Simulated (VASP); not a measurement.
C: single point with PBE

Crystal: C.

```
C
1.0
     0.00000    1.78574    1.78574
     1.78574    0.00000    1.78574
     1.78574    1.78574    0.00000
C
2
Direct
  0.50000 0.50000 0.50000
  0.75000 0.75000 0.75000
```

```
Program                : VASP 6.6.1
Task                   : single point
Functional             : PBE
Potentials or basis    : VASP PAW PBE potentials, release 64 (C)
Cutoff                 : 600 eV
k mesh                 : 12 × 12 × 12
Occupations            : methfessel-paxton, width 0.05 eV
Spin                   : no spin polarisation
Dipole correction      : no
Further INCAR settings : ALGO = Normal; EDIFF = 1e-06; NBANDS = 11
```

* Pressure: 0.0 GPa
* Band gap on the k mesh: 4.14 eV, indirect (least direct gap 5.58 eV)

Levels at points of the mesh, in eV from the valence-band top:
```
           k point  band 1  band 2  band 3  band 4  band 5  band 6  band 7  band 8  band 9
(0.00, 0.00, 0.00)  -21.42    0.00    0.00    0.00    5.58    5.58    5.58   13.24   19.24
(0.50, 0.00, 0.00)  -15.67  -13.33   -2.79   -2.79    8.44    8.44    8.79   15.66   21.83
(0.50, 0.50, 0.00)  -12.74  -12.74   -6.27   -6.27    4.75    4.75   16.74   16.74   23.15
```

Run time: 5.2 s on 1 thread of Intel(R) Xeon(R) Platinum 8375C CPU @ 2.90GHz (Ice Lake), on a shared host, peak memory 0.12 GiB.

A k mesh can miss the band edges. Expect the measured gap to be larger: semilocal functionals such as PBE lack the derivative discontinuity.
